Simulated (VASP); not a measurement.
Runs of VASP 6.6.1 on LaLu2N3. The structure is that of space group P6/mmm (No. 191), or close to it. The cells are those of the table. The cell was built from a structure type or drawn by symmetry, and may not be a known phase.

```csv
task,cell,k mesh,cutoff (eV),gap on the mesh (eV),pressure (GPa)
single point,"a = 5.934, b = 5.934, c = 3.092 Å, angles 90.0, 90.0, 120.0°, 6 atoms",6 × 6 × 12,520,none,0.5
single point,"a = 5.930, b = 5.930, c = 3.085 Å, angles 90.0, 90.0, 120.0°, 6 atoms",6 × 6 × 4,520,none,0.7
single point,"a = 5.475, b = 5.475, c = 4.622 Å, angles 90.0, 90.0, 120.0°, 6 atoms",6 × 6 × 4,520,none,(a)
relaxation of cell and atoms,"relaxed from a = 5.930, b = 5.930, c = 3.085 Å, angles 90.0, 90.0, 120.0°, 6 atoms",3 × 3 × 6,600,none,0.1
single point,"a = 5.931, b = 5.931, c = 3.090 Å, angles 90.0, 90.0, 120.0°, 6 atoms",3 × 3 × 6,520,none,0.7
```

Alike in all rows: level PBE; potentials or basis VASP PAW PBE potentials, release 64 (La, Lu, N); no spin polarisation; smearing gaussian 0.1 eV.

Q: Fill in the values left out.

A: (a) -12.6.

Caveats: some runs use coarse meshes; spin-orbit coupling is left out, which moves the levels of the heavy elements; the cell stands under tension (at least some runs).

A k mesh can miss the band edges, and the runs leave out spin-orbit coupling on La, Lu.

A gap of «none» marks levels without a gap at the run's occupations.
